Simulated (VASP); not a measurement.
# K3Mg4F12 (a cell with a defect) in VASP: notebook, part 2 of 2

VASP 6.6.1. Earlier steps stand in the parts before.

## (3) Single point, PBEsol

Input file INCAR:

```
  PREC = Accurate
  ENCUT = 520
  EDIFF = 1E-7
  ISMEAR = 0
  SIGMA = 0.05
  LREAL = Auto
  LASPH = T
  NELM = 60
  ALGO = Normal
  ISIF = 2
  LWAVE = F
  LCHARG = F
  GGA = PS
  NELECT = 120.0
  NBANDS = 74
```

Input file KPOINTS:

```
regular mesh
0
Gamma
  4 4 4
```

Input file POSCAR:

```
K3Mg4F12
1.0
   -3.9908822801      3.9908822801      3.9908822801
    3.9908822801     -3.9908822801      3.9908822801
    3.9908822801      3.9908822801     -3.9908822801
K Mg F
3 4 12
Direct
   -0.1842180371     -0.1842180371      0.4999999649
    0.0010349842      0.5010349491      0.0000000000
    0.5010349491      0.0010349842      0.0000000000
    0.4867502631      0.4867502631     -0.0258885110
    0.0126388093      0.0126388093      0.0258885110
    0.0126388093      0.4867502631      0.4999999649
    0.4867502631      0.0126388093      0.4999999649
    0.4640392450      0.7471309076      0.2169083023
    0.0036434299      0.2523953175      0.2512480774
    0.0302225151      0.7471307823      0.7830916275
    0.5011472050      0.2523953175      0.7487518524
    0.7471309076      0.4640392450      0.2169083023
    0.2523953175      0.0036434299      0.2512480774
    0.2523953175      0.5011472050      0.7487518524
    0.7471307823      0.0302225151      0.7830916275
    0.2451764876      0.7537058948      0.4999999649
    0.7537058948      0.2451764876      0.4999999649
    0.7537060201      0.7537060201      0.0085294423
    0.2451764876      0.2451764876     -0.0085294423
```

Potentials or basis: VASP PAW PBE potentials, release 64 (K_sv, Mg, F).

Launch:

```
cat potpaw_PBE.64/K_sv/POTCAR potpaw_PBE.64/Mg/POTCAR potpaw_PBE.64/F/POTCAR > POTCAR
mpirun -np 1 vasp_std > vasp.out
```

OUTCAR:

```text
PREC = Accurate
   ENCUT = 520
   EDIFF = 1E-7
   ISMEAR = 0
   LREAL = Auto
   LASPH = T
   NELM = 60
   ISIF = 2
   GGA = PS
   NELECT = 120.0

 ion  position               nearest neighbor table
   1  0.816  0.816  0.500-   8 2.33  12 2.33  10 2.33  15 2.33   4 3.01   5 3.01   7 3.01   6 3.01

   2  0.001  0.501  0.000-  10 2.62   8 2.62  12 2.67  15 2.67   9 2.82  11 2.82  16 2.82  19 2.82
                            17 2.82  18 2.82  13 2.84  14 2.84   4 3.45   7 3.45   6 3.45   5 3.45
   3  0.501  0.001  0.000-  15 2.62  12 2.62   8 2.67  10 2.67  13 2.82  14 2.82  17 2.82  19 2.82
                            16 2.82  18 2.82   9 2.84  11 2.84   4 3.45   6 3.45   7 3.45   5 3.45
   4  0.487  0.487  0.974-  11 1.89  14 1.89  19 2.00  18 2.00  12 2.11   8 2.11   1 3.01   2 3.45
                             3 3.45   3 3.47   2 3.47
   5  0.013  0.013  0.026-   9 1.89  13 1.89  18 2.00  19 2.00  10 2.11  15 2.11   1 3.01   2 3.45
                             3 3.45   3 3.47   2 3.47
   6  0.013  0.487  0.500-   9 1.89  14 1.89  17 2.00  16 2.00  10 2.11  12 2.11   1 3.01   3 3.45
                             2 3.45   2 3.47   3 3.47
   7  0.487  0.013  0.500-  13 1.89  11 1.89  16 2.00  17 2.00  15 2.11   8 2.11   1 3.01   2 3.45
                             3 3.45   3 3.47   2 3.47
   8  0.464  0.747  0.217-   4 2.11   7 2.11   1 2.33   2 2.62   3 2.67
   9  0.004  0.252  0.251-   6 1.89   5 1.89   2 2.82   3 2.84
  10  0.030  0.747  0.783-   6 2.11   5 2.11   1 2.33   2 2.62   3 2.67
  11  0.501  0.252  0.749-   7 1.89   4 1.89   2 2.82   3 2.84
  12  0.747  0.464  0.217-   4 2.11   6 2.11   1 2.33   3 2.62   2 2.67
  13  0.252  0.004  0.251-   7 1.89   5 1.89   3 2.82   2 2.84
  14  0.252  0.501  0.749-   6 1.89   4 1.89   3 2.82   2 2.84
  15  0.747  0.030  0.783-   7 2.11   5 2.11   1 2.33   3 2.62   2 2.67
  16  0.245  0.754  0.500-   7 2.00   6 2.00   2 2.82   3 2.82
  17  0.754  0.245  0.500-   6 2.00   7 2.00   3 2.82   2 2.82
  18  0.754  0.754  0.009-   5 2.00   4 2.00   2 2.82   3 2.82
  19  0.245  0.245  0.991-   4 2.00   5 2.00   2 2.82   3 2.82

  LATTYP: Found a body centered cubic cell.
 ALAT       =     7.9817645602

  Lattice vectors:

 A1 = (  -3.9908822801,   3.9908822801,   3.9908822801)
 A2 = (   3.9908822801,  -3.9908822801,   3.9908822801)
 A3 = (   3.9908822801,   3.9908822801,  -3.9908822801)

[... 179 lines left out ...]
   LEPSILON=     F    determine dielectric tensor
   LRPA    =     F    only Hartree local field effects (RPA)
 non-spin polarized calculation
 Gauss-broadening in eV      SIGMA  =   0.05
  energy-cutoff  :      520.00
  volume of cell :      254.25
 maximum number of plane-waves:      6866
 NGX is ok and might be reduce to    54
   NGX = 25   NGY = 25   NGZ = 25

 number of electron     120.0000028 magnetization

 Free energy of the ion-electron system (eV)
  ---------------------------------------------------
  ext. energy  EPLUGINS =         0.00000000
  ---------------------------------------------------
  free energy    TOTEN  =       -93.89373632 eV

  energy without entropy =      -93.89373632  energy(sigma->0) =      -93.89373632

 E-fermi :  -1.8333     XC(G=0):  -9.4007

 val. band max:       -2.1284548290   @ k =   0.0000   0.0000   0.0000
 cond. band min:       4.5987963500   @ k =   0.0000   0.0000   0.0000
 fundamental gap:      6.7272511790
 Fermi energy:        -1.8333172615

 k-point     1 :       0.0000    0.0000    0.0000
  band No.  band energies     occupation
      1     -28.1322      2.00000
      2     -27.5905      2.00000
      3     -27.5580      2.00000
      4     -22.2308      2.00000
      5     -22.0155      2.00000
      6     -22.0030      2.00000
[... 964 lines left out ...]
     71       9.5351      0.00000
     72       9.5351      0.00000
 [bands above 72 left out]

------------------------ aborting loop because EDIFF is reached ----------------------------------------

  FORCE on cell =-STRESS in cart. coord.  units (eV):
  Direction    XX          YY          ZZ          XY          YZ          ZX
  --------------------------------------------------------------------------------------
  -------------------------------------------------------------------------------------
  Total       12.2166083     12.2166083      2.7930411      0.0000000     -0.0000000     -0.0000000
  in kB       76.9829389     76.9829389     17.6003442      0.0000000     -0.0000000     -0.0000000
  external PRESSURE =      57.1887406 kB  Pullay stress =       0.0000000 kB

 VOLUME and BASIS-vectors are now :
 -----------------------------------------------------------------------------
  energy-cutoff  :      520.00
  volume of cell :      254.25
      direct lattice vectors                 reciprocal lattice vectors
    -3.990882280  3.990882280  3.990882280     0.000000000  0.125285580  0.125285580
     3.990882280 -3.990882280  3.990882280     0.125285580  0.000000000  0.125285580
     3.990882280  3.990882280 -3.990882280     0.125285580  0.125285580  0.000000000

 POSITION                                       TOTAL-FORCE (eV/Angst)
 -----------------------------------------------------------------------------------
      1.99544      1.99544      4.51594        -0.000000     -0.000000      1.457635
      1.99544     -1.99544      2.00370        -0.000000      0.000000     -0.059948
     -1.99544      1.99544      2.00370        -0.000000      0.000000     -0.059948
      3.88756      3.88756     -0.00244         0.022053      0.022053     -0.083659
      0.10332      0.10332     -0.00244        -0.022053     -0.022053     -0.083659
      3.88756      0.10332     -0.00244         0.022053     -0.022053     -0.083659
[... 11 lines left out ...]
      0.03404      0.03404      5.98186         0.092271      0.092271     -0.084292
      3.95684      3.95684     -1.99990        -0.092271     -0.092271     -0.084292
 -----------------------------------------------------------------------------------
    total drift:                                0.001427      0.001427      0.012964

  FREE ENERGIE OF THE ION-ELECTRON SYSTEM (eV)
  ---------------------------------------------------
  free  energy   TOTEN  =       -93.8937363167 eV

  energy  without entropy=      -93.8937363167  energy(sigma->0) =      -93.89373632
```

OSZICAR:

```text
N       E                     dE             d eps       ncg     rms          rms(c)
DAV:   1     0.976020711226E+03    0.97602E+03   -0.65288E+04  1988   0.155E+03
DAV:   2    -0.347134468024E+02   -0.10107E+04   -0.98915E+03  2294   0.409E+02
DAV:   3    -0.100730763365E+03   -0.66017E+02   -0.65809E+02  2448   0.105E+02
DAV:   4    -0.102718033483E+03   -0.19873E+01   -0.19829E+01  3144   0.155E+01
DAV:   5    -0.102773686022E+03   -0.55653E-01   -0.55642E-01  2496   0.226E+00    0.181E+01
DAV:   6    -0.939824390724E+02    0.87912E+01   -0.37349E+01  2336   0.240E+01    0.918E+00
DAV:   7    -0.939032921530E+02    0.79147E-01   -0.11993E+00  2608   0.394E+00    0.623E+00
DAV:   8    -0.938877992666E+02    0.15493E-01   -0.37524E-01  2262   0.357E+00    0.940E-01
DAV:   9    -0.938837160283E+02    0.40832E-02   -0.63877E-02  2648   0.112E+00    0.365E-01
DAV:  10    -0.938918182684E+02   -0.81022E-02   -0.16856E-02  2518   0.643E-01    0.224E-01
DAV:  11    -0.938918561405E+02   -0.37872E-04   -0.20637E-03  2432   0.320E-01    0.131E-01
DAV:  12    -0.938937215349E+02   -0.18654E-02   -0.30300E-03  2104   0.264E-01    0.676E-02
DAV:  13    -0.938937071138E+02    0.14421E-04   -0.48069E-04  2472   0.166E-01    0.224E-02
DAV:  14    -0.938937413651E+02   -0.34251E-04   -0.17058E-04  2142   0.612E-02    0.276E-02
DAV:  15    -0.938937346941E+02    0.66710E-05   -0.55819E-05  2328   0.512E-02    0.554E-03
DAV:  16    -0.938937362239E+02   -0.15298E-05   -0.10393E-05  2164   0.145E-02    0.315E-03
DAV:  17    -0.938937363167E+02   -0.92758E-07   -0.49018E-07  2296   0.375E-03
   1 F= -.93893736E+02 E0= -.93893736E+02  d E =-.386230E-18
```

stdout:

```text
POSCAR found type information on POSCAR K MgF
 POSCAR found :  3 types and      19 ions
 scaLAPACK will be used
 -----------------------------------------------------------------------------
|                                                                             |
|                                                                             |
|     You enforced a specific xc type in the INCAR file but a different       |
|     I HOPE YOU KNOW WHAT YOU ARE DOING!                                     |
|                                                                             |
 -----------------------------------------------------------------------------

 LDA part: xc-table for (Slater+PW92), standard interpolation
 POSCAR, INCAR and KPOINTS ok, starting setup
 FFT: planning ... GRIDC
 FFT: planning ... GRID_SOFT
 FFT: planning ... GRID
 WAVECAR not read
 entering main loop
 the old and the new charge density differ
 old charge density:   119.00000 new  120.00000
    0.181E+01
```

Run time: 4.4 min. Hardware: 1 thread of Intel Xeon 6975P-C (Granite Rapids), shared host; peak memory 0.47 GiB.

What came out:

```yaml
Free_energy: -93.8937 eV
Largest_force: 1.458 eV/Å
```

Forces on the atoms (eV/Å):
```
K    0.000  0.000  1.458
K    0.000  0.000 -0.060
K    0.000  0.000 -0.060
Mg   0.022  0.022 -0.084
Mg  -0.022 -0.022 -0.084
Mg   0.022 -0.022 -0.084
Mg  -0.022  0.022 -0.084
F    0.000  0.066 -0.148
F    0.000 -0.007 -0.018
F    0.000 -0.066 -0.148
F    0.000  0.007 -0.018
F    0.066  0.000 -0.148
F   -0.007  0.000 -0.018
F    0.007  0.000 -0.018
F   -0.066  0.000 -0.148
F    0.092 -0.092 -0.084
F   -0.092  0.092 -0.084
F    0.092  0.092 -0.084
F   -0.092 -0.092 -0.084
```

Levels at points of the mesh, in eV from the Fermi level:
```tsv
k point	band 58	band 59	band 60	band 61	band 62	band 63
(0.00, 0.00, 0.00)	-0.41	-0.35	-0.30	6.43	9.73	10.08
(0.50, 0.00, 0.00)	-0.61	-0.54	-0.36	7.94	8.28	9.67
(0.00, 0.00, 0.50)	-0.53	-0.49	-0.46	7.81	8.50	9.70
(0.50, 0.50, 0.50)	-0.36	-0.31	-0.31	8.49	9.15	9.45
```

Caveat: the cell carries a net charge on a neutralising background, which shifts energy and pressure; the cell is charged against a uniform background, so pressure and absolute levels hang on convention; the PAW data sets were made with another functional, which shifts forces and pressure a little.
